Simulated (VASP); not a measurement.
# BaF2 (Fm-3m) in VASP: a series of runs, part 2 of 2

VASP 6.6.1. The steps go on from the part before.

**4. Relaxation of cell and atoms, r2SCAN**

This run uses another cell than the first one, of 19.86 Å³/atom.

POSCAR

```
BaF2
1.0
    0.0000000000      3.1000500000      3.1000500000
    3.1000500000      0.0000000000      3.1000500000
    3.1000500000      3.1000500000      0.0000000000
Ba F
1 2
Direct
    0.0000000000      0.0000000000      0.0000000000
    0.2500000000      0.2500000000      0.2500000000
    0.7500000000      0.7500000000      0.7500000000
```

INCAR.step1

```
SYSTEM = BaF2
  PREC = Accurate
  ENCUT = 660
  ISMEAR = 0
  SIGMA = 0.02
  LREAL = .FALSE.
  LASPH = .TRUE.
  NELM = 120
  GGA = PE
  ALGO = Normal
  EDIFF = 1E-5
  LWAVE = .TRUE.
  LCHARG = .FALSE.
  GGA_COMPAT = .FALSE.
  IBRION = 2
  ISIF = 3
  EDIFFG = -0.005
  NELMIN = 4
  NSW = 100
```

INCAR.step2

```
SYSTEM = BaF2
  PREC = Accurate
  ENCUT = 660
  EDIFF = 1E-7
  ISMEAR = 0
  SIGMA = 0.02
  LREAL = .FALSE.
  LASPH = .TRUE.
  NELM = 120
  ALGO = Normal
  ISIF = 3
  LWAVE = .FALSE.
  LCHARG = .FALSE.
  METAGGA = R2SCAN
  LMIXTAU = .TRUE.
  IBRION = 2
  NSW = 100
  EDIFFG = -0.005
  ISTART = 1
  GGA_COMPAT = .FALSE.
  NELMIN = 4
```

KPOINTS

```
regular mesh
0
G
  6 6 6
  0 0 0
```

Potentials or basis: VASP PAW PBE potentials, release 64 (Ba_sv, F).

The run is started by

```sh
$ cat potpaw_PBE.64/Ba_sv/POTCAR potpaw_PBE.64/F/POTCAR > POTCAR
$ cp INCAR.step1 INCAR
$ mpirun -np 1 vasp_std > vasp.out
$ cp INCAR.step2 INCAR
$ mpirun -np 1 vasp_std > vasp.out
```

OUTCAR:

```text
SYSTEM = BaF2
   PREC = Accurate
   ENCUT = 660
   EDIFF = 1E-7
   ISMEAR = 0
   LREAL = .FALSE.
   LASPH = .TRUE.
   NELM = 120
   ISIF = 3
   METAGGA = R2SCAN
   IBRION = 2
   NSW = 100
   EDIFFG = -0.005
   ISTART = 1
   NELMIN = 4

 ion  position               nearest neighbor table
   1  0.000  0.000  0.000-   3 2.68   3 2.68   2 2.68   3 2.68   2 2.68   2 2.68   3 2.68   2 2.68

   2  0.250  0.250  0.250-   1 2.68   1 2.68   1 2.68   1 2.68
   3  0.750  0.750  0.750-   1 2.68   1 2.68   1 2.68   1 2.68

  LATTYP: Found a face centered cubic cell.
 ALAT       =     6.2001000000

  Lattice vectors:

 A1 = (   0.0000000000,   3.1000500000,   3.1000500000)
 A2 = (   3.1000500000,   0.0000000000,   3.1000500000)
 A3 = (   3.1000500000,   3.1000500000,   0.0000000000)

Analysis of symmetry for initial positions (statically):
=====================================================================
 Subroutine PRICEL returns:
 Original cell was already a primitive cell.

 Routine SETGRP: Setting up the symmetry group for a
 face centered cubic supercell.

 Subroutine GETGRP returns: Found 48 space group operations
[... 146 lines left out ...]
 maximum number of plane-waves:      2305
 NGX is ok and might be reduce to    40
   NGX = 19   NGY = 19   NGZ = 19

--------------------------------------- Ionic step        1  -------------------------------------------

 number of electron      24.0000001 magnetization

 Free energy of the ion-electron system (eV)
  ---------------------------------------------------
  ext. energy  EPLUGINS =         0.00000000
  ---------------------------------------------------
  free energy    TOTEN  =       -45.06862701 eV

  energy without entropy =      -45.06862701  energy(sigma->0) =      -45.06862701

------------------------ aborting loop because EDIFF is reached ----------------------------------------

  FORCE on cell =-STRESS in cart. coord.  units (eV):
  Direction    XX          YY          ZZ          XY          YZ          ZX
  --------------------------------------------------------------------------------------
  -------------------------------------------------------------------------------------
  Total        0.2671300      0.2671300      0.2671300     -0.0000000     -0.0000000     -0.0000000
  in kB        7.1828550      7.1828550      7.1828550     -0.0000000     -0.0000000     -0.0000000
  external PRESSURE =       7.1828550 kB  Pullay stress =       0.0000000 kB
[... 61 lines left out ...]
--------------------------------------- Ionic step        3  -------------------------------------------

 number of electron      23.9999999 magnetization

 Free energy of the ion-electron system (eV)
  ---------------------------------------------------
  ext. energy  EPLUGINS =         0.00000000
  ---------------------------------------------------
  free energy    TOTEN  =       -45.07014645 eV

  energy without entropy =      -45.07014645  energy(sigma->0) =      -45.07014645

 E-fermi :  -2.4726     XC(G=0):  -9.1847

 val. band max:       -2.6514080477   @ k =  -0.1667   0.1667   0.0000
 cond. band min:       4.6462600903   @ k =   0.0000   0.0000   0.0000
 fundamental gap:      7.2976681379
 Fermi energy:        -2.4726108627

 k-point     1 :       0.0000    0.0000    0.0000
  band No.  band energies     occupation
      1     -26.3053      2.00000
      2     -22.7075      2.00000
      3     -22.5943      2.00000
      4     -10.6732      2.00000
      5     -10.6732      2.00000
      6     -10.6732      2.00000
[... 323 lines left out ...]
  FREE ENERGIE OF THE ION-ELECTRON SYSTEM (eV)
  ---------------------------------------------------
  free  energy   TOTEN  =       -45.0701464545 eV

  energy  without entropy=      -45.0701464545  energy(sigma->0) =      -45.07014645

 reached required accuracy - stopping structural energy minimisation
```

OUTCAR.step1:

```text
SYSTEM = BaF2
   PREC = Accurate
   ENCUT = 660
   ISMEAR = 0
   LREAL = .FALSE.
   LASPH = .TRUE.
   NELM = 120
   GGA = PE
   EDIFF = 1E-5
   IBRION = 2
   ISIF = 3
   EDIFFG = -0.005
   NELMIN = 4
   NSW = 100

[... 271 lines left out ...]
 cond. band min:       4.3860262332   @ k =   0.0000   0.0000   0.0000
 fundamental gap:      6.6130859902
 Fermi energy:        -2.0847363801

 k-point     1 :       0.0000    0.0000    0.0000
  band No.  band energies     occupation
      1     -25.4198      2.00000
      2     -21.0948      2.00000
      3     -21.0895      2.00000
      4     -10.3058      2.00000
      5     -10.3058      2.00000
      6     -10.3058      2.00000
[... 323 lines left out ...]
  FREE ENERGIE OF THE ION-ELECTRON SYSTEM (eV)
  ---------------------------------------------------
  free  energy   TOTEN  =       -17.1310255178 eV

  energy  without entropy=      -17.1310255178  energy(sigma->0) =      -17.13102552

 reached required accuracy - stopping structural energy minimisation
```

Run time: 2.8 min. Hardware: 1 thread of Intel Xeon 6975P-C (Granite Rapids), shared host; peak memory 0.27 GiB.

What came out:

```
Free energy                           : -45.0701 eV
Relaxed volume                        : 20.09 Å³/atom
Relaxed cell                          : a = 4.401 Å, b = 4.401 Å, c = 4.401 Å, α = 60.00°, β = 60.00°, γ = 60.00°
Space group after relaxing (to 0.1 Å) : Fm-3m (No. 225)
Energy gained by relaxing             : 0.5 meV/atom
Ionic steps                           : 3
Pressure after relaxing               : 0.0 GPa
Band gap on the k mesh                : 7.30 eV (least direct gap 7.36 eV)
```

The path:
```csv
step,energy change (eV),largest force (eV/Å),pressure (GPa),volume (Å³)
1,0.0000,0.0000,0.72,59.58
2,-0.0015,0.0000,-0.09,60.36
3,-0.0015,0.0000,0.00,60.27
```

Final structure:
```
CELL_PARAMETERS angstrom
0.00000 3.11187 3.11187
3.11187 0.00000 3.11187
3.11187 3.11187 0.00000
ATOMIC_POSITIONS crystal
Ba 0.00000 0.00000 0.00000
F 0.25000 0.25000 0.25000
F 0.75000 0.75000 0.75000
```

Caveat: the PAW data sets were made with another functional, which shifts forces and pressure a little; spin-orbit coupling is left out, which moves the levels of the heavy elements. Zero-point motion and thermal expansion aren't in these numbers.

**5. Overview**

```tsv
task	cell	gap on the mesh (eV)	pressure (GPa)
single point	a = 4.466 Å, angles 60.0°, 3 atoms	7.11	-2.4
single point	a = 4.522 Å, angles 60.0°, 3 atoms	6.95	-4.1
relaxation of cell and atoms	relaxed from a = 4.384 Å, angles 60.0°, 3 atoms	7.30	0.0
```

Alike in all rows: level r2SCAN; potentials or basis VASP PAW PBE potentials, release 64 (Ba_sv, F); no spin polarisation; k mesh 6 × 6 × 6; cutoff (eV) 660; smearing gaussian 0.02 eV.

Caveats: the PAW data sets were made with another functional, which shifts forces and pressure a little; spin-orbit coupling is left out, which moves the levels of the heavy elements; the cell stands under tension (at least some runs).

Total energies depend on the potentials used, so only differences within one code and one set of settings carry meaning.
